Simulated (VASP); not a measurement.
# Sr2ZnWF6 (Fm-3m) in VASP: a series of runs

The runs below take Sr2ZnWF6 through single point, with PBE, LDA.

All numbers are computed with VASP 6.6.1; they aren't measurements. Logs are shortened: lines on timing, memory, paths and dates and some standing lists are left out, and cuts for length are marked.

**1. The cell of the first run**

The structure is cubic, space group Fm-3m (No. 225). Conventional cell: a = 8.410 Å, b = 8.410 Å, c = 8.410 Å, α = 90.00°, β = 90.00°, γ = 90.00°. Within 2.5 Å of Zn (site symmetry m-3m) lie 6 F at 1.89 Å. Within 3.1 Å of W (site symmetry m-3m) lie 6 F at 2.31 Å. Within 2.5 Å of F (site symmetry 4mm) lie 1 Zn at 1.89 Å and 1 W at 2.31 Å. Sr (site symmetry -43m) has 12 F at 2.98 Å and 4 Zn at 3.64 Å and 4 W at 3.64 Å within 3.9 Å.

**2. Single point, PBE**

Contents of INCAR:

```
ALGO = Normal
EDIFF = 1E-6
ENCUT = 520
GGA = PE
ISIF = 2
ISMEAR = -1
LASPH = True
LCHARG = True
LELF = True
LREAL = False
LVHAR = True
LWAVE = False
NBANDS = 55
NELM = 80
PREC = Accurate
SIGMA = 0.1
```

Contents of KPOINTS:

```
k-points
0
Gamma
  4 4 4
```

Contents of POSCAR:

```
Sr2ZnWF6
1.0
    0.0000000000      4.2049810000      4.2049810000
    4.2049810000      0.0000000000      4.2049810000
    4.2049810000      4.2049810000      0.0000000000
Zn W F Sr
1 1 6 2
Direct
    0.5000000000      0.5000000000      0.5000000000
    0.0000000000      0.0000000000      0.0000000000
    0.7250000000      0.2750000000      0.2750000000
    0.2750000000      0.7250000000      0.2750000000
    0.2750000000      0.7250000000      0.7250000000
    0.7250000000      0.2750000000      0.7250000000
    0.2750000000      0.2750000000      0.7250000000
    0.7250000000      0.7250000000      0.2750000000
    0.2500000000      0.2500000000      0.2500000000
    0.7500000000      0.7500000000      0.7500000000
```

Potentials or basis: VASP PAW PBE potentials, release 64 (Zn, W_sv, F, Sr_sv).

Command:

```sh
cat potpaw_PBE.64/Zn/POTCAR potpaw_PBE.64/W_sv/POTCAR potpaw_PBE.64/F/POTCAR potpaw_PBE.64/Sr_sv/POTCAR > POTCAR
mpirun -np 1 vasp_std > vasp.out
```

OUTCAR:

```text
EDIFF = 1E-6
   ENCUT = 520
   GGA = PE
   ISIF = 2
   ISMEAR = -1
   LASPH = True
   LREAL = False
   NELM = 80
   PREC = Accurate

 ion  position               nearest neighbor table
   1  0.500  0.500  0.500-   3 1.89   4 1.89   5 1.89   6 1.89   7 1.89   8 1.89   9 3.64   9 3.64
                             9 3.64   9 3.64  10 3.64  10 3.64  10 3.64  10 3.64
   2  0.000  0.000  0.000-   3 2.31   4 2.31   5 2.31   6 2.31   7 2.31   8 2.31  10 3.64  10 3.64
                            10 3.64   9 3.64  10 3.64   9 3.64   9 3.64   9 3.64
   3  0.725  0.275  0.275-   1 1.89   2 2.31   9 2.98   9 2.98  10 2.98  10 2.98
   4  0.275  0.725  0.275-   1 1.89   2 2.31   9 2.98   9 2.98  10 2.98  10 2.98
   5  0.275  0.725  0.725-   1 1.89   2 2.31   9 2.98   9 2.98  10 2.98  10 2.98
   6  0.725  0.275  0.725-   1 1.89   2 2.31   9 2.98   9 2.98  10 2.98  10 2.98
   7  0.275  0.275  0.725-   1 1.89   2 2.31   9 2.98   9 2.98  10 2.98  10 2.98
   8  0.725  0.725  0.275-   1 1.89   2 2.31   9 2.98   9 2.98  10 2.98  10 2.98
   9  0.250  0.250  0.250-   3 2.98   4 2.98   7 2.98   5 2.98   6 2.98   7 2.98   4 2.98   5 2.98
                             8 2.98   3 2.98   6 2.98   8 2.98   1 3.64   2 3.64   2 3.64   1 3.64
  10  0.750  0.750  0.750-   4 2.98   5 2.98   7 2.98   3 2.98   6 2.98   7 2.98   3 2.98   4 2.98
                             8 2.98   5 2.98   6 2.98   8 2.98   1 3.64   2 3.64   1 3.64   1 3.64

  LATTYP: Found a face centered cubic cell.
 ALAT       =     8.4099620000

  Lattice vectors:

 A1 = (   0.0000000000,   4.2049810000,   4.2049810000)
 A2 = (   4.2049810000,   0.0000000000,   4.2049810000)
 A3 = (   4.2049810000,   4.2049810000,   0.0000000000)

Analysis of symmetry for initial positions (statically):
=====================================================================
 Subroutine PRICEL returns:
 Original cell was already a primitive cell.

 Routine SETGRP: Setting up the symmetry group for a
 face centered cubic supercell.

 Subroutine GETGRP returns: Found 48 space group operations
 (whereof 48 operations were pure point group operations)
 out of a pool of 48 trial point group operations.

The static configuration has the point symmetry O_h .

Analysis of symmetry for dynamics (positions and initial velocities):
=====================================================================
 Subroutine PRICEL returns:
 Original cell was already a primitive cell.

 Routine SETGRP: Setting up the symmetry group for a
 face centered cubic supercell.

 Subroutine GETGRP returns: Found 48 space group operations
 (whereof 48 operations were pure point group operations)
 out of a pool of 48 trial point group operations.

The dynamic configuration has the point symmetry O_h .

 Subroutine INISYM returns: Found 48 space group operations
 (whereof 48 operations are pure point group operations),
 and found     1 'primitive' translations

----------------------------------------------------------------------------------------

                                     Primitive cell

  volume of cell :     148.7038

  direct lattice vectors                    reciprocal lattice vectors
     0.000000000  4.204981000  4.204981000    -0.118906601  0.118906601  0.118906601
     4.204981000  0.000000000  4.204981000     0.118906601 -0.118906601  0.118906601
     4.204981000  4.204981000  0.000000000     0.118906601  0.118906601 -0.118906601

  length of vectors
     5.946741160  5.946741160  5.946741160     0.205952275  0.205952275  0.205952275

  position of ions in fractional coordinates (direct lattice)
     0.500000000  0.500000000  0.500000000
     0.000000000  0.000000000  0.000000000
     0.725000000  0.275000000  0.275000000
     0.275000000  0.725000000  0.275000000
     0.275000000  0.725000000  0.725000000
     0.725000000  0.275000000  0.725000000
     0.275000000  0.275000000  0.725000000
     0.725000000  0.725000000  0.275000000
     0.250000000  0.250000000  0.250000000
     0.750000000  0.750000000  0.750000000

  ion indices of the primitive-cell ions
   primitive index   ion index
                 1           1
                 2           2
                 3           3
                 4           4
                 5           5
                 6           6
                 7           7
                 8           8
                 9           9
                10          10

----------------------------------------------------------------------------------------

 KPOINTS: k-points

Automatic generation of k-mesh.
 Grid dimensions read from file:
 generate k-points for:    4    4    4

 Generating k-lattice:

  Cartesian coordinates                     Fractional coordinates (reciprocal lattice)
    -0.029726650  0.029726650  0.029726650     0.250000000  0.000000000  0.000000000
     0.029726650 -0.029726650  0.029726650     0.000000000  0.250000000  0.000000000
     0.029726650  0.029726650 -0.029726650     0.000000000  0.000000000  0.250000000

  Length of vectors
     0.051488069  0.051488069  0.051488069

  Shift w.r.t. Gamma in fractional coordinates (k-lattice)
     0.000000000  0.000000000  0.000000000

 Subroutine IBZKPT returns following result:
 ===========================================

 Found      8 irreducible k-points:

 Following reciprocal coordinates:
            Coordinates               Weight
  0.000000  0.000000  0.000000      1.000000
  0.250000  0.000000  0.000000      8.000000
  0.500000  0.000000  0.000000      4.000000
  0.250000  0.250000  0.000000      6.000000
  0.500000  0.250000  0.000000     24.000000
 -0.250000  0.250000  0.000000     12.000000
  0.500000  0.500000  0.000000      3.000000
 -0.250000  0.500000  0.250000      6.000000
   k-points           NKPTS =      8   k-points in BZ     NKDIM =      8   number of bands    NBANDS=     55
   number of dos      NEDOS =    301   number of ions     NIONS =     10
   total plane-waves  NPLWV = 110592
   dimension x,y,z NGX =    48 NGY =   48 NGZ =   48
   dimension x,y,z NGXF=    96 NGYF=   96 NGZF=   96
   ions per type =               1   1   6   2
   NGX,Y,Z   is equivalent  to a cutoff of  13.42, 13.42, 13.42 a.u.
   NGXF,Y,Z  is equivalent  to a cutoff of  26.84, 26.84, 26.84 a.u.
 SYSTEM =  unknown system
   PREC   = accura    normal or accurate (medium, high low for compatibility)
   ISTART =      0    job   : 0-new  1-cont  2-samecut
   ICHARG =      2    charge: 1-file 2-atom 10-const
   ISPIN  =      1    spin polarized calculation?
   LNONCOLLINEAR =      F non collinear calculations
   LSORBIT =      F    spin-orbit coupling
   LASPH  =      T    aspherical Exc in radial PAW
   ENCUT  =  520.0 eV  38.22 Ry    6.18 a.u.  11.06 11.06 11.06*2*pi/ulx,y,z
   NELM   =     80;   NELMIN=  2; NELMDL= -5     # of ELM steps
   EDIFF  = 0.1E-05   stopping-criterion for ELM
   LREAL  =      F    real-space projection
   EDIFFG = 0.1E-04   stopping-criterion for IOM
   NSW    =      0    number of steps for IOM
   IBRION =     -1    ionic relax: 0-MD 1-quasi-New 2-CG
   NFREE  =      0    steps in history (QN), initial steepest desc. (CG)
   ISIF   =      2    stress and relaxation
   ISYM   =      2    0-nonsym 1-usesym 2-fastsym
   POTIM  = 0.5000    time-step for ionic-motion
   TEBEG  =    0.0;   TEEND  =   0.0 temperature during run
   PSTRESS=    0.0 pullay stress
   NELECT =      88.0000    total number of electrons
   NUPDOWN=      -1.0000    fix difference up-down
   EMIN   =  10.00;   EMAX   =-10.00  energy-range for DOS
   EFERMI =   0.00;   METHOD = LEGACY
   ISMEAR =    -1;   SIGMA  =   0.10  broadening in eV -4-tet -1-fermi 0-gaus
   EFERMI_NEDOS =   21; number of points for ismear=-14 and -15
   IALGO  =     38    algorithm
   IMIX   =      4    mixing-type and parameters
     AMIX     =   0.40;   BMIX     =  1.00
     AMIX_MAG =   1.60;   BMIX_MAG =  1.00
  volume/ion in A,a.u.               =      14.87       100.35
  Fermi-wavevector in a.u.,A,eV,Ry     =   1.374448  2.597330 25.702870  1.889108
  Thomas-Fermi vector in A             =   2.499874
   LORBIT       =      0    0 simple, 1 ext, 2 COOP (PROOUT), +10 PAW based schemes
   GGA     = PE    functional components
   LHFCALC =     F    Hartree Fock is set to
   AEXX    =    0.0000 exact exchange contribution
   IVDW    =     0    specifies the selected vdW correction
   LEPSILON=     F    determine dielectric tensor
   LRPA    =     F    only Hartree local field effects (RPA)
 non-spin polarized calculation
  energy-cutoff  :      520.00
  volume of cell :      148.70
 maximum number of plane-waves:      4016
 NGX is ok and might be reduce to    48
   NGX = 23   NGY = 23   NGZ = 23

 number of electron      87.9999968 magnetization

 Free energy of the ion-electron system (eV)
  ---------------------------------------------------
  ext. energy  EPLUGINS =         0.00000000
  ---------------------------------------------------
  free energy    TOTEN  =       -45.74123784 eV

  energy without entropy =      -45.45556476  energy(sigma->0) =      -45.59840130

 E-fermi :   5.7450     XC(G=0): -10.1445

 val. band max:        5.6558243644   @ k =  -0.2500   0.2500   0.0000
 cond. band min:       5.8062366433   @ k =   0.5000   0.0000   0.0000
 fundamental gap:      0.1504122789
 Fermi energy:         5.7450105729

 k-point     1 :       0.0000    0.0000    0.0000
  band No.  band energies     occupation
      1     -68.1722      2.00000
      2     -32.4723      2.00000
      3     -32.4723      2.00000
      4     -32.4722      2.00000
      5     -31.9872      2.00000
      6     -31.9668      2.00000
[... 47 lines left out ...]
     54       9.3268      0.00000
     55       9.3268      0.00000

 k-point     2 :       0.2500    0.0000    0.0000
  band No.  band energies     occupation
      1     -68.1722      2.00000
      2     -32.4734      2.00000
      3     -32.4723      2.00000
      4     -32.4723      2.00000
      5     -31.9830      2.00000
      6     -31.9693      2.00000
[... 47 lines left out ...]
     54       9.2615      0.00000
     55       9.2624      0.00000

 k-point     3 :       0.5000    0.0000    0.0000
  band No.  band energies     occupation
      1     -68.1721      2.00000
      2     -32.4744      2.00000
      3     -32.4723      2.00000
      4     -32.4723      2.00000
      5     -31.9764      2.00000
      6     -31.9742      2.00000
[... 47 lines left out ...]
     54       8.6420      0.00000
     55       8.9505      0.00000

 k-point     4 :       0.2500    0.2500    0.0000
  band No.  band energies     occupation
      1     -68.1722      2.00000
      2     -32.4737      2.00000
      3     -32.4723      2.00000
      4     -32.4723      2.00000
      5     -31.9819      2.00000
      6     -31.9698      2.00000
[... 47 lines left out ...]
     54       9.1181      0.00000
     55       9.2828      0.00000

 k-point     5 :       0.5000    0.2500    0.0000
  band No.  band energies     occupation
      1     -68.1721      2.00000
      2     -32.4742      2.00000
      3     -32.4728      2.00000
      4     -32.4723      2.00000
      5     -31.9768      2.00000
      6     -31.9732      2.00000
[... 47 lines left out ...]
     54       9.0272      0.00000
     55       9.0730      0.00000

 k-point     6 :      -0.2500    0.2500    0.0000
  band No.  band energies     occupation
      1     -68.1722      2.00000
      2     -32.4737      2.00000
      3     -32.4730      2.00000
      4     -32.4723      2.00000
      5     -31.9783      2.00000
      6     -31.9722      2.00000
[... 47 lines left out ...]
     54       8.9097      0.00000
     55       8.9298      0.00000

 k-point     7 :       0.5000    0.5000    0.0000
  band No.  band energies     occupation
      1     -68.1721      2.00000
      2     -32.4750      2.00000
      3     -32.4724      2.00000
      4     -32.4723      2.00000
      5     -31.9767      2.00000
      6     -31.9728      2.00000
[... 47 lines left out ...]
     54       9.0042      0.00000
     55       9.6539      0.00000

 k-point     8 :      -0.2500    0.5000    0.2500
  band No.  band energies     occupation
      1     -68.1721      2.00000
      2     -32.4737      2.00000
      3     -32.4736      2.00000
      4     -32.4724      2.00000
      5     -31.9747      2.00000
      6     -31.9747      2.00000
[... 47 lines left out ...]
     54       9.2689      0.00000
     55       9.3450      0.00000

------------------------ aborting loop because EDIFF is reached ----------------------------------------

  FORCE on cell =-STRESS in cart. coord.  units (eV):
  Direction    XX          YY          ZZ          XY          YZ          ZX
  --------------------------------------------------------------------------------------
  -------------------------------------------------------------------------------------
  Total        8.0638362      8.0638362      8.0638362     -0.0000000     -0.0000000      0.0000000
  in kB       86.8820722     86.8820722     86.8820722     -0.0000000     -0.0000000      0.0000000
  external PRESSURE =      86.8820722 kB  Pullay stress =       0.0000000 kB

 VOLUME and BASIS-vectors are now :
 -----------------------------------------------------------------------------
  energy-cutoff  :      520.00
  volume of cell :      148.70
      direct lattice vectors                 reciprocal lattice vectors
     0.000000000  4.204981000  4.204981000    -0.118906601  0.118906601  0.118906601
     4.204981000  0.000000000  4.204981000     0.118906601 -0.118906601  0.118906601
     4.204981000  4.204981000  0.000000000     0.118906601  0.118906601 -0.118906601

 POSITION                                       TOTAL-FORCE (eV/Angst)
 -----------------------------------------------------------------------------------
      4.20498      4.20498      4.20498         0.000000     -0.000000     -0.000000
      0.00000      0.00000      0.00000         0.000000     -0.000000     -0.000000
      2.31274      4.20498      4.20498        -1.796101     -0.000000     -0.000000
      4.20498      2.31274      4.20498         0.000000     -1.796101     -0.000000
      6.09722      4.20498      4.20498         1.796101     -0.000000     -0.000000
      4.20498      6.09722      4.20498         0.000000      1.796101     -0.000000
      4.20498      4.20498      2.31274         0.000000     -0.000000     -1.796101
      4.20498      4.20498      6.09722         0.000000     -0.000000      1.796101
      2.10249      2.10249      2.10249         0.000000     -0.000000     -0.000000
      6.30747      6.30747      6.30747         0.000000     -0.000000     -0.000000
 -----------------------------------------------------------------------------------
    total drift:                               -0.000000      0.000000      0.000000

  FREE ENERGIE OF THE ION-ELECTRON SYSTEM (eV)
  ---------------------------------------------------
  free  energy   TOTEN  =       -45.7412378356 eV

  energy  without entropy=      -45.4555647587  energy(sigma->0) =      -45.59840130
```

It took 2.8 min on 1 thread of Intel Xeon 8259CL, shared host; peak memory 0.35 GiB.

Results:

| Property | Result |
| --- | --- |
| Free energy | -45.7412 eV |
| Pressure | 8.7 GPa |
| Largest force | 1.796 eV/Å |
| Band gap on the k mesh | zero (bands 44 and 45 overlap by 0.17 eV) |

Forces on the atoms (eV/Å):
```
Zn   0.000  0.000  0.000
W    0.000  0.000  0.000
F   -1.796  0.000  0.000
F    0.000 -1.796  0.000
F    1.796  0.000  0.000
F    0.000  1.796  0.000
F    0.000  0.000 -1.796
F    0.000  0.000  1.796
Sr   0.000  0.000  0.000
Sr   0.000  0.000  0.000
```

Caveat: the cell stands under pressure; spin-orbit coupling is left out, which moves the levels of the heavy elements; forces of over 1 eV/Å act on the atoms, so gaps and moduli don't describe the material at rest.

[end of part 1 of 2]
